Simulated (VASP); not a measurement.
HC12, 26 atoms in the cell. The cell holds a slab with vacuum, 26 atoms: a = 4.889 Å, b = 7.202 Å, c = 22.768 Å, α = 90.00°, β = 90.00°, γ = 109.84°. 

| Property | Result |
| --- | --- |
| Program | VASP 6.6.1 |
| Task | single point |
| Functional | LDA |
| Potentials or basis | VASP PAW LDA potentials, release 64 (C, H) |
| Cutoff | 520 eV |
| k mesh | 6 × 4 × 1 |
| Occupations | gaussian, width 0.05 eV |
| Spin | no spin polarisation |
| Dipole correction | yes |
| Further INCAR settings | LREAL = Auto; ALGO = Normal; EDIFF = 1e-07; NBANDS = 68 |

Potentials or basis: VASP PAW LDA potentials, release 64 (C, H).

Run with:

```console
$ cat potpaw_LDA.64/C/POTCAR potpaw_LDA.64/H/POTCAR > POTCAR
$ mpirun -np 1 vasp_std > vasp.out
```

Hardware: 1 thread of Intel(R) Xeon(R) Platinum 8488C (Sapphire Rapids) (shared host).

Question: Estimate the wall time of this run.

Answer: Wall time 39 min on 1 thread of Intel(R) Xeon(R) Platinum 8488C (Sapphire Rapids), with other jobs on the host, peak memory 0.8 GiB. Counts: scf iterations 38, k points 14.
